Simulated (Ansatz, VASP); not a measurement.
Cs: VASP beside Ansatz

The input INCAR:

```
PREC     = Accurate       # precision mode
ENCUT    = 520            # plane-wave cutoff, eV
EDIFF    = 1E-6           # SCF threshold, eV
ISMEAR   = -1             # smearing method
SIGMA    = 0.1            # smearing width, eV
LREAL    = F              # projectors in reciprocal space
LASPH    = T              # aspherical terms in the spheres
NELM     = 100            # most SCF steps
ALGO     = Normal         # electronic algorithm
ISIF     = 2              # what is computed and relaxed
LWAVE    = F              # write WAVECAR
LCHARG   = F              # write CHGCAR
GGA      = RP             # functional
NBANDS   = 26             # bands
```

File KPOINTS:

```
regular mesh
0
Gamma
  7 7 2
```

Contents of POSCAR:

```
Cs
1.0
    5.8448597498      0.0000000000      0.0000000000
   -2.9224298749      5.0617970249      0.0000000000
    0.0000000000      0.0000000000     19.1831511726
Cs
4
Direct
    1.0000000000      0.0000000000      1.0000000000
    1.0000000000      0.0000000000      0.5000000000
    0.3333333333      0.6666666667      0.2500000000
    0.6666666667      0.3333333333      0.7500000000
```

Input for Ansatz:

```yaml
crystal:
  lattice:
    - [5.8448597498, 0.0, 0.0]
    - [-2.9224298749, 5.0617970249, 0.0]
    - [0.0, 0.0, 19.1831511726]
  atoms:
    - { symbol: Cs, position: [1.0, 0.0, 1.0] }
    - { symbol: Cs, position: [1.0, 0.0, 0.5] }
    - { symbol: Cs, position: [0.3333333333, 0.6666666667, 0.25] }
    - { symbol: Cs, position: [0.6666666667, 0.3333333333, 0.75] }
hamiltonian:
  xc: rpbe
  pseudopotentials:
    kind: paw
    azcp:
      Cs: "pseudopotentials/Cs.paw.azcp"
basis:
  ecutwfc: 420
  fft_grid_basis: typed
kpoints:
  mp_grid: { grid: [7, 7, 2], shift: [0, 0, 0] }
magnetization:
  spin_polarized: false
scf:
  occupations: { method: fermi_dirac, width: 0.1 }
  lower_state_search: "off"
output:
  stress: true
```

Alike in both runs: task single point; functional RPBE; k mesh 7 × 7 × 2; occupations fermi-dirac, width 0.1 eV; no spin polarisation.

|  | VASP | Ansatz |
| --- | --- | --- |
| version | VASP 6.6.1 | Ansatz 0.2.0 |
| potentials or method | VASP PAW PBE potentials, release 64 (Cs_sv), cutoff 520 eV | plane waves (420 eV) with PAW, scalar-relativistic |
| valence electrons in the cell | 36 | 36 |

|  | VASP | Ansatz | Ansatz less VASP |
| --- | --- | --- | --- |
| pressure (GPa) | -0.1 | -0.1 | +0.01 |

VASP's potentials were made for PBE, not for RPBE. The functional is the same, so the differences come from potentials, cutoffs and numerics.

Spin-orbit coupling is off throughout.
